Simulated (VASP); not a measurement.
A run of VASP 6.6.1:

File POSCAR:

```
Ti2O
1.0
    2.9193980238      0.0000000000      0.0000000000
   -1.4596990119      2.5282728524      0.0000000000
    0.0000000000      0.0000000000      4.7130000000
Ti O
2 1
Direct
    0.6666666667      0.3333333333      0.2787400000
    0.3333333333      0.6666666667      0.7212600000
    0.0000000000      0.0000000000      0.0000000000
```

File INCAR.step1:

```
SYSTEM = Ti2O
  PREC = Accurate
  ENCUT = 1480
  ISMEAR = 0
  SIGMA = 0.1
  LREAL = .FALSE.
  LASPH = .TRUE.
  NELM = 120
  NBANDS = 22
  GGA = PE
  ALGO = Normal
  EDIFF = 1E-5
  LWAVE = .TRUE.
  LCHARG = .FALSE.
  GGA_COMPAT = .FALSE.
```

The input INCAR.step2:

```
SYSTEM = Ti2O
  PREC = Accurate
  ENCUT = 1480
  EDIFF = 1E-6
  ISMEAR = 0
  SIGMA = 0.1
  LREAL = .FALSE.
  LASPH = .TRUE.
  NELM = 120
  ALGO = Normal
  ISIF = 2
  LWAVE = .FALSE.
  LCHARG = .TRUE.
  METAGGA = R2SCAN
  LMIXTAU = .TRUE.
  LELF = .TRUE.
  LVHAR = .TRUE.
  NBANDS = 22
  ISTART = 1
  GGA_COMPAT = .FALSE.
```

File KPOINTS:

```
regular mesh
0
G
  3 3 2
  0 0 0
```

Potentials or basis: VASP PAW PBE potentials, release 64 (Ti_sv, O_h).

Launch:

```console
$ cat potpaw_PBE.64/Ti_sv/POTCAR potpaw_PBE.64/O_h/POTCAR > POTCAR
$ cp INCAR.step1 INCAR
$ mpirun -np 1 vasp_std > vasp.out
$ cp INCAR.step2 INCAR
$ mpirun -np 1 vasp_std > vasp.out
```

Hardware: 1 thread of Intel(R) Xeon(R) Platinum 8259CL CPU @ 2.50GHz (Skylake/Cascade Lake) (shared host).

**Question.** Estimate the wall time of this run.

**Answer.** Run time: 97 s on 1 thread of Intel(R) Xeon(R) Platinum 8259CL CPU @ 2.50GHz (Skylake/Cascade Lake), with other jobs on the host, peak memory 0.33 GiB. Counts: k points 6.
